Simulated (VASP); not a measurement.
B, 1 atom in the cell. It takes space group Pm-3m (No. 221, cubic). Conventional cell: a = 1.871 Å, b = 1.871 Å, c = 1.871 Å, α = 90.00°, β = 90.00°, γ = 90.00°. Within 2.5 Å of B (site symmetry m-3m) lie 6 B at 1.87 Å. 

| Property | Result |
| --- | --- |
| Program | VASP 6.6.1 |
| Task | single point |
| Functional | PBE |
| Potentials or basis | VASP PAW PBE potentials, release 64 (B) |
| Cutoff | 520 eV |
| k mesh | 20 × 20 × 20 |
| Occupations | fermi-dirac, width 0.08 eV |
| Spin | no spin polarisation |
| Dipole correction | no |
| Further INCAR settings | ALGO = Normal; EDIFF = 1e-06; NBANDS = 8 |

Potentials or basis: VASP PAW PBE potentials, release 64 (B).

Launch:

```bash
$ cat potpaw_PBE.64/B/POTCAR > POTCAR
$ mpirun -np 1 vasp_std > vasp.out
```

Hardware: 1 thread of AMD EPYC 7R43 64-Core Processor (Zen 3), on a shared host.

Problem. How long does it take, and how much memory?

Solution. Wall time 13 s on 1 thread of AMD EPYC 7R43 64-Core Processor (Zen 3), on a shared host, peak memory 0.08 GiB. Counts: scf iterations 10, k points 286.
